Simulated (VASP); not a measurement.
Nb:

```
Nb
1.0
    -1.66395    1.66395    1.66395
     1.66395   -1.66395    1.66395
     1.66395    1.66395   -1.66395
Nb
1
Direct
  0.00000 0.00000 0.00000
```

- Program: VASP 6.6.1
- Task: relaxation of cell and atoms
- Functional: PBEsol
- Potentials or basis: VASP PAW PBE potentials, release 64 (Nb_sv)
- Cutoff: 500 eV
- k mesh: 16 × 16 × 16, shifted
- Occupations: fermi-dirac, width 0.08 eV
- Spin: no spin polarisation

At the start: pressure -8.5 GPa; volume 18.43 Å³/atom.

Task: How do energy, volume and symmetry change on relaxing?

Result: Over 7 steps the energy falls by 25.3 meV/atom and the volume is 17.51 Å³/atom (-5.0 %); space group Im-3m (No. 229, to 0.05 Å).

Step by step:
| step | energy change (eV) | largest force (eV/Å) | pressure (GPa) | volume (Å³) |
| --- | --- | --- | --- | --- |
| 1 | 0.0000 | 0.0000 | -8.48 | 18.43 |
| 2 | 0.0648 | 0.0000 | 19.88 | 15.95 |
| 3 | -0.0253 | 0.0000 | -0.26 | 17.53 |
| 4 | -0.0253 | 0.0000 | -0.03 | 17.51 |
| 5 | -0.0253 | 0.0000 | 0.16 | 17.49 |
| 6 | -0.0253 | 0.0000 | -0.25 | 17.53 |
| 7 | -0.0253 | 0.0000 | 0.00 | 17.51 |

Final structure:
```xyz
1
Lattice="-1.6357 1.6357 1.6357 1.6357 -1.6357 1.6357 1.6357 1.6357 -1.6357" Properties=species:S:1:pos:R:3 pbc="T T T"
Nb    0.0000    0.0000    0.0000
```

Caveat: the PAW data sets were made with another functional, which shifts forces and pressure a little.
